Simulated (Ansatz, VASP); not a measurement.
# GdO: VASP beside Ansatz

INCAR

```
ALGO = Normal
EDIFF = 1E-6
ENCUT = 520
GGA = CA
ISIF = 2
ISMEAR = -1
ISPIN = 2
LASPH = T
LCHARG = T
LDAU = T
LDAUJ = 0 0
LDAUL = 3 -1
LDAUPRINT = 1
LDAUTYPE = 2
LDAUU = 8 0
LELF = T
LMAXMIX = 6
LORBIT = 11
LREAL = F
LVHAR = T
LWAVE = F
MAGMOM = 7 0
NBANDS = 23
NELM = 150
PREC = Accurate
SIGMA = 0.05
```

KPOINTS

```
k-points
0
Gamma
  10 10 9
```

POSCAR

```
GdO
1.0
    3.1132995800      0.0000000000      0.0000000000
   -1.5566497900      2.6961965200      0.0000000000
    0.0000000000      0.0000000000      3.0384261400
Gd O
1 1
Direct
    0.0000000000      0.0000000000      0.0000000000
    0.6666666667      0.3333333333      0.5000000000
```

The input input.yaml:

```yaml
crystal:
  lattice:
    - [3.11329958, 0.0, 0.0]
    - [-1.55664979, 2.69619652, 0.0]
    - [0.0, 0.0, 3.03842614]
  atoms:
    - { symbol: Gd, position: [0.0, 0.0, 0.0], spin: 7.0 }
    - { symbol: O, position: [0.6666666667, 0.3333333333, 0.5] }
hamiltonian:
  xc: lda
  pseudopotentials: { kind: paw }
  hubbard: { sites: [{ species: Gd, l: f, u_eff: 8.0 }] }
magnetization:
  spin_polarized: true
kpoints:
  mp_grid: { grid: [10, 10, 9] }
  band_path:
    path:
      - [[0.0, 0.0, 0.0], [0.5, 0.0, 0.0], [0.3333333333, 0.3333333333, 0.0], [0.0, 0.0, 0.0], [0.0, 0.0, 0.5], [0.5, 0.0, 0.5], [0.3333333333, 0.3333333333, 0.5], [0.0, 0.0, 0.5]]
      - [[0.5, 0.0, 0.5], [0.5, 0.0, 0.0]]
      - [[0.3333333333, 0.3333333333, 0.0], [0.3333333333, 0.3333333333, 0.5]]
    npoints: 14
scf:
  occupations: { method: fermi_dirac, width: 0.05 }
  n_extra_bands: 6
output:
  forces: true
  stress: true
  eigenvalues: true
  fatbands: false
  write_density: true
  write_potential: true
  elf: true
  volumetric_format: npy
```

Alike in both runs: functional LDA; k mesh 10 × 10 × 9; occupations fermi-dirac, width 0.05 eV; collinear spin; Hubbard terms Gd f U = 8.0 eV.

|  | VASP | Ansatz |
| --- | --- | --- |
| version | VASP 6.6.1 | Ansatz 0.2.0 |
| potentials or method | VASP PAW PBE potentials, release 64 (Gd, O) | Ansatz PAW |
| plane-wave cutoff (eV) | 520 | 420 |
| valence electrons in the cell | 24 | 24 |
| task | single point | band structure |

Ansatz gave:

* gap on the k mesh at the Fermi level (eV): none
* pressure (GPa): 21.9
* traceless stress, the component that is largest in VASP (GPa): -1.45
* net moment per atom (μB): 3.75
* size of the moment on the site where the two differ most (μB): 7.02

Problem. Estimate VASP's values.

Solution. gap on the k mesh at the Fermi level (eV): none; pressure (GPa): 22.5; traceless stress, the component that is largest in VASP (GPa): -1.31; net moment per atom (μB): 3.74; size of the moment on the site where the two differ most (μB): 7.09.

VASP's potentials were made for PBE, not for LDA. LDA's correlation is that of Perdew and Zunger in VASP and of Perdew and Wang (1992) in Ansatz. Site moments also hang on the region over which each program counts them. The programs project onto different local orbitals, so the same U acts differently, and such runs can settle in different states. A gap of «none» marks a metal or a gap that the smearing closes.

Neither program's run includes spin-orbit coupling. Noted on Ansatz's run: the magnetic or orbital state may not be the lowest.
